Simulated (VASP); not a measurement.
Set up this calculation in VASP 6.6.1, as the native input.

| Item | Value |
| --- | --- |
| Task | single point |
| Functional | PBE |
| Potentials or basis | VASP PAW PBE potentials, release 64 (Cu, H) |
| Cutoff | 520 eV |
| k mesh | 4 × 4 × 4 |
| Occupations | methfessel-paxton, width 0.1 eV |
| Spin | no spin polarisation |
| Dipole correction | no |
| Further INCAR settings | LREAL = Auto; ALGO = Normal; EDIFF = 1e-07; NBANDS = 102 |

The structure of Cu16H (a cell with a defect) lies in POSCAR:

```
Cu16H
1.0
   -3.6303500600      3.6303500600      3.6303500600
    3.6303500600     -3.6303500600      3.6303500600
    3.6303500600      3.6303500600     -3.6303500600
Cu H
16 1
Direct
   -0.0010415456      0.0002463303      0.0001742394
   -0.0012695619      0.2499633339      0.7498804151
   -0.0012722754      0.4998814470      0.5000693017
   -0.0011815308      0.7501043708      0.2502075680
    0.2487076492     -0.0000409303      0.7499719646
    0.2441759909      0.2451940357      0.5001292687
    0.2436333731      0.4999562312      0.2450214936
    0.2487356854      0.7499919384      0.0000643086
    0.4988688828     -0.0000890242      0.4999883034
    0.4989065099      0.2449156243      0.2450692123
    0.4986586130      0.4999865054      0.0002589233
    0.4987917218      0.7550715934      0.7551451499
    0.7489760571     -0.0000890569      0.2500656713
    0.7486981965      0.2500356462     -0.0000120109
    0.7538792419      0.5002107584      0.7552699637
    0.7537009865      0.7547807195      0.5001145181
    0.4984909816      0.4998997624      0.5013258958
```

The input as run:

INCAR

```
SYSTEM = Cu16H
ALGO = Normal
EDIFF = 1E-7
ENCUT = 520
GGA = PE
ISIF = 2
ISMEAR = 1
LASPH = .TRUE.
LCHARG = .FALSE.
LREAL = Auto
LWAVE = .FALSE.
NBANDS = 102
NELM = 60
PREC = Accurate
SIGMA = 0.1
```

KPOINTS

```
k-points
0
G
  4 4 4
  0 0 0
```

Potentials or basis: VASP PAW PBE potentials, release 64 (Cu, H).

The run is started by

```console
$ cat potpaw_PBE.64/Cu/POTCAR potpaw_PBE.64/H/POTCAR > POTCAR
$ mpirun -np 1 vasp_std > vasp.out
```

It gave:

```json
{
 "Pressure": "2.6 GPa",
 "Largest force": "0.021 eV/Å",
 "Band gap on the k mesh": "zero (an odd number of electrons rules out a gap without spin polarisation)"
}
```

Wall time 61 min on 1 thread of Oxide Virtual Turin-like Processor, on a shared host, peak memory 0.57 GiB.
